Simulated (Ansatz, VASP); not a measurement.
# TaCd3: VASP beside Ansatz

File INCAR:

```
SYSTEM = TaCd3
PREC     = Accurate       ! precision mode
ENCUT    = 520            ! plane-wave cutoff, eV
EDIFF    = 1E-6           ! SCF threshold, eV
ISMEAR   = 0              ! smearing method
SIGMA    = 0.1            ! smearing width, eV
LREAL    = .False.        ! projectors in reciprocal space
LASPH    = .True.         ! aspherical terms in the spheres
NELM     = 100            ! most SCF steps
ALGO     = Normal         ! electronic algorithm
ISIF     = 2              ! what is computed and relaxed
LWAVE    = .False.        ! write WAVECAR
LCHARG   = .False.        ! write CHGCAR
GGA      = PE             ! functional
NBANDS   = 32             ! bands
```

File KPOINTS:

```
Automatic mesh
0
Gamma
  4 4 4
  0 0 0
```

POSCAR

```
TaCd3
1.0
    4.2489463087      0.0000000000      0.0000000000
    0.0000000000      4.2489463087      0.0000000000
    0.0000000000      0.0000000000      4.2489463087
Ta Cd
1 3
Direct
    0.0000000000      0.0000000000      0.0000000000
    0.0000000000      0.5000000000      0.5000000000
    0.5000000000      0.0000000000      0.5000000000
    0.5000000000      0.5000000000      0.0000000000
```

Input for Ansatz:

```yaml
crystal:
  lattice:
    - [4.2489463087, 0.0, 0.0]
    - [0.0, 4.2489463087, 0.0]
    - [0.0, 0.0, 4.2489463087]
  atoms:
    - { symbol: Ta, position: [0.0, 0.0, 0.0] }
    - { symbol: Cd, position: [0.0, 0.5, 0.5] }
    - { symbol: Cd, position: [0.5, 0.0, 0.5] }
    - { symbol: Cd, position: [0.5, 0.5, 0.0] }
basis:
  ecutwfc: 420
kpoints:
  mp_grid: { grid: [4, 4, 4] }
hamiltonian:
  xc: pbe
scf:
  occupations: { method: gaussian, width: 0.1 }
output:
  forces: true
  stress: true
  eigenvalues: true
```

Alike in both runs: task single point; functional PBE; k mesh 4 × 4 × 4; occupations gaussian, width 0.1 eV; no spin polarisation.

```csv
,VASP,Ansatz
version,VASP 6.6.1,Ansatz 0.2.0
potentials or method,"VASP PAW PBE potentials, release 64 (Ta_pv, Cd), cutoff 520 eV","scalar-relativistic, plane waves, PAW"
valence electrons in the cell,47,73
```

|  | VASP | Ansatz | Ansatz less VASP |
| --- | --- | --- | --- |
| gap on the k mesh at the Fermi level (eV) | none | none | - |
| pressure (GPa) | 3.9 | 3.4 | -0.53 |

A gap of «none» marks a metal or a gap that the smearing closes. VASP's potentials hold 47 valence electrons a cell and Ansatz's 73, so a difference there can come from the potentials and not from the codes.

The k mesh is coarse, so the values compare programs but aren't converged. Spin-orbit coupling is off throughout.
